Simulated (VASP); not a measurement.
# InAs in VASP: notebook, part 2 of 2

VASP 6.6.1.

## 3. Single point, PBE

File INCAR:

```
ALGO     = Normal         # electronic algorithm
EDIFF    = 1E-6           # SCF threshold, eV
ENCUT    = 400            # plane-wave cutoff, eV
GGA      = PE             # functional
GGA_COMPAT= False        
ISIF     = 2              # what is computed and relaxed
ISMEAR   = -1             # smearing method
LASPH    = True           # aspherical terms in the spheres
LCHARG   = True           # write CHGCAR
LELF     = True           # ELF
LREAL    = False          # projectors in reciprocal space
LVHAR    = True         
LWAVE    = False          # write WAVECAR
NBANDS   = 86             # bands
NELM     = 120            # most SCF steps
NELMDL   = -8           
PREC     = Accurate       # precision mode
SIGMA    = 0.05           # smearing width, eV
```

File KPOINTS:

```
k-points
0
Gamma
  2 2 1
```

File POSCAR:

```
InAs
1.0
    8.5361930000      0.0000000000      0.0000000000
    0.0000000000      6.0360000000      0.0000000000
    0.0000000000      0.0000000000     19.4021450000
In As
8 8
Direct
    0.0000000000      0.0000000000      0.0515406931
    0.7499947576      0.5578363154      0.1735632839
    0.2499943476      0.5578363154      0.1735632839
    0.5000004100      0.0000000000      0.0515406931
    0.5000004100      0.0715043075      0.2825718497
    0.2499943476      0.4914512922      0.3774067249
    0.7499947576      0.4914512922      0.3774067249
    0.0000000000      0.0715043075      0.2825718497
    0.0000000000      0.2947978794      0.1609718925
    0.2499943476      0.7500000000      0.0515406931
    0.7499947576      0.7500000000      0.0515406931
    0.5000004100      0.2947978794      0.1609718925
    0.5000004100      0.2623591783      0.4088156232
    0.7499947576      0.8094930417      0.2856024424
    0.2499943476      0.8094930417      0.2856024424
    0.0000000000      0.2623591783      0.4088156232
```

Potentials or basis: VASP PAW PBE potentials, release 64 (In_d, As).

Started as:

```bash
$ cat potpaw_PBE.64/In_d/POTCAR potpaw_PBE.64/As/POTCAR > POTCAR
$ mpirun -np 1 vasp_std > vasp.out
```

OUTCAR:

```text
EDIFF = 1E-6
   ENCUT = 400
   GGA = PE
   ISIF = 2
   ISMEAR = -1
   LASPH = True
   LREAL = False
   NELM = 120
   NELMDL = -8
   PREC = Accurate

 ion  position               nearest neighbor table
   1  0.000  0.000  0.052-  10 2.61  11 2.61   9 2.77
   2  0.750  0.558  0.174-  11 2.64  14 2.65  12 2.67   9 2.67   7 3.98
   3  0.250  0.558  0.174-  10 2.64  15 2.65   9 2.67  12 2.67   6 3.98
   4  0.500  0.000  0.052-  11 2.61  10 2.61  12 2.77
   5  0.500  0.072  0.283-  14 2.66  15 2.66  13 2.71  12 2.72   7 3.79   6 3.79
   6  0.250  0.491  0.377-  16 2.61  13 2.61  15 2.62   8 3.79   5 3.79   3 3.98
   7  0.750  0.491  0.377-  13 2.61  16 2.61  14 2.62   5 3.79   8 3.79   2 3.98
   8  0.000  0.072  0.283-  15 2.66  14 2.66  16 2.71   9 2.72   6 3.79   7 3.79
   9  0.000  0.295  0.161-   3 2.67   2 2.67   8 2.72   1 2.77
  10  0.250  0.750  0.052-   1 2.61   4 2.61   3 2.64
  11  0.750  0.750  0.052-   4 2.61   1 2.61   2 2.64
  12  0.500  0.295  0.161-   2 2.67   3 2.67   5 2.72   4 2.77
  13  0.500  0.262  0.409-   7 2.61   6 2.61   5 2.71
  14  0.750  0.809  0.286-   7 2.62   2 2.65   5 2.66   8 2.66
  15  0.250  0.809  0.286-   6 2.62   3 2.65   8 2.66   5 2.66
  16  0.000  0.262  0.409-   6 2.61   7 2.61   8 2.71
[... 212 lines left out ...]
      3     -15.0983      2.00000
      4     -15.0946      2.00000
      5     -15.0784      2.00000
      6     -15.0756      2.00000
[... 337 lines left out ...]
     83       3.3273      0.00000
     84       3.3273      0.00000
 [bands above 84 left out]

------------------------ aborting loop because EDIFF is reached ----------------------------------------

  FORCE on cell =-STRESS in cart. coord.  units (eV):
  Direction    XX          YY          ZZ          XY          YZ          ZX
  --------------------------------------------------------------------------------------
  -------------------------------------------------------------------------------------
  Total        5.7745132      0.2725715     -0.2921125     -0.0001471     -0.0394726     -0.0004844
  in kB        9.2547088      0.4368455     -0.4681634     -0.0002357     -0.0632620     -0.0007763
  external PRESSURE =       3.0744636 kB  Pullay stress =       0.0000000 kB

 VOLUME and BASIS-vectors are now :
 -----------------------------------------------------------------------------
  energy-cutoff  :      400.00
  volume of cell :      999.69
      direct lattice vectors                 reciprocal lattice vectors
     8.536193000  0.000000000  0.000000000     0.117148242  0.000000000  0.000000000
     0.000000000  6.036000000  0.000000000     0.000000000  0.165672631  0.000000000
     0.000000000  0.000000000 19.402145000     0.000000000  0.000000000  0.051540693

 POSITION                                       TOTAL-FORCE (eV/Angst)
 -----------------------------------------------------------------------------------
      0.00000      0.00000      1.00000        -0.000355     -0.127876      1.072845
      6.40210      3.36710      3.36750         0.000285     -0.022374      0.001551
      2.13400      3.36710      3.36750         0.000285     -0.022374      0.001551
      4.26810      0.00000      1.00000        -0.000355     -0.127876      1.072845
      4.26810      0.43160      5.48250        -0.000312      0.006210      0.038000
      2.13400      2.96640      7.32250         0.000343     -0.017304     -0.030728
[... 8 lines left out ...]
      2.13400      4.88610      5.54130         0.000356      0.030686     -0.059154
      0.00000      1.58360      7.93190        -0.000375     -0.008948      0.019285
 -----------------------------------------------------------------------------------
    total drift:                                0.000010      0.002732     -0.004195

  FREE ENERGIE OF THE ION-ELECTRON SYSTEM (eV)
  ---------------------------------------------------
  free  energy   TOTEN  =       -57.5769750896 eV

  energy  without entropy=      -57.5702922849  energy(sigma->0) =      -57.57363369
```

OSZICAR:

```text
N       E                     dE             d eps       ncg     rms          rms(c)
DAV:   1     0.116460598955E+04    0.11646E+04   -0.52497E+04   760   0.122E+03
DAV:   2     0.732129569827E+02   -0.10914E+04   -0.10670E+04   776   0.342E+02
DAV:   3    -0.543757370990E+02   -0.12759E+03   -0.12635E+03   840   0.159E+02
[... 19 lines left out ...]
DAV:  23    -0.575769551651E+02   -0.45319E-04   -0.16560E-06   488   0.984E-03    0.278E-03
DAV:  24    -0.575769684650E+02   -0.13300E-04   -0.50061E-07   490   0.399E-03    0.144E-03
DAV:  25    -0.575769733161E+02   -0.48511E-05   -0.22964E-07   440   0.245E-03    0.582E-04
DAV:  26    -0.575769748539E+02   -0.15378E-05   -0.11992E-07   468   0.177E-03    0.343E-04
DAV:  27    -0.575769750896E+02   -0.23569E-06   -0.35522E-08   416   0.145E-03
   1 F= -.57576975E+02 E0= -.57573634E+02  d E =-.668280E-02
```

stdout:

```text
POSCAR found type information on POSCAR InAs
 POSCAR found :  2 types and      16 ions
 scaLAPACK will be used
 LDA part: xc-table for (Slater+PW92), standard interpolation
 POSCAR, INCAR and KPOINTS ok, starting setup
 FFT: planning ... GRIDC
 FFT: planning ... GRID_SOFT
 FFT: planning ... GRID
 WAVECAR not read
 entering main loop
```

Wall time 9.6 min (1 thread of Intel Xeon Platinum 8488C (Sapphire Rapids), shared host); peak memory 0.65 GiB.

Results:

| Quantity | Value |
| --- | --- |
| Free energy | -57.5770 eV |
| Largest force | 1.095 eV/Å |
| Band gap on the k mesh | 0.38 eV |

Forces on the atoms (eV/Å):
```
In   0.000 -0.128  1.073
In   0.000 -0.022  0.002
In   0.000 -0.022  0.002
In   0.000 -0.128  1.073
In   0.000  0.006  0.038
In   0.000 -0.017 -0.031
In   0.000 -0.017 -0.031
In   0.000  0.006  0.038
As   0.000  0.016  0.047
As   0.000  0.123 -1.088
As   0.000  0.123 -1.088
As   0.000  0.016  0.047
As   0.000 -0.009  0.019
As   0.000  0.031 -0.059
As   0.000  0.031 -0.059
As   0.000 -0.009  0.019
```

Caveat: the k points lie up to 0.52 Å⁻¹ apart; spin-orbit coupling is left out, which moves the levels of the heavy elements.
